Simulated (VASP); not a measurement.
Here is a VASP 6.6.1 calculation.

POSCAR

```
ZrB
1.0
    0.0000000000      2.3555956139      2.3555956139
    2.3555956139      0.0000000000      2.3555956139
    2.3555956139      2.3555956139      0.0000000000
Zr B
1 1
Direct
    0.0000000000      0.0000000000      0.0000000000
    0.5000000000      0.5000000000      0.5000000000
```

Contents of INCAR.step1:

```
SYSTEM = ZrB
PREC = Accurate
ENCUT = 520
ISMEAR = -1
SIGMA = 0.05
LREAL = .False.
LASPH = .True.
NELM = 80
NBANDS = 14
GGA = PE
ALGO = Normal
EDIFF = 1E-4
LWAVE = .True.
LCHARG = .False.
```

INCAR.step2

```
SYSTEM = ZrB
PREC = Accurate
ENCUT = 520
EDIFF = 1E-7
ISMEAR = -1
SIGMA = 0.05
LREAL = .False.
LASPH = .True.
NELM = 80
ALGO = Normal
ISIF = 2
LWAVE = .False.
LCHARG = .True.
METAGGA = R2SCAN
LMIXTAU = .True.
LELF = .True.
LVHAR = .True.
NBANDS = 14
ISTART = 1
```

Contents of KPOINTS:

```
regular mesh
0
Gamma
  10 10 10
  0 0 0
```

Potentials or basis: VASP PAW PBE potentials, release 64 (Zr_sv, B).

Command:

```sh
$ cat potpaw_PBE.64/Zr_sv/POTCAR potpaw_PBE.64/B/POTCAR > POTCAR
$ cp INCAR.step1 INCAR
$ mpirun -np 1 vasp_std > vasp.out
$ cp INCAR.step2 INCAR
$ mpirun -np 1 vasp_std > vasp.out
```

Problem. Estimate the pressure.

Solution. 25.9 GPa.

Caveat: the PAW data sets were made with another functional, which shifts forces and pressure a little.
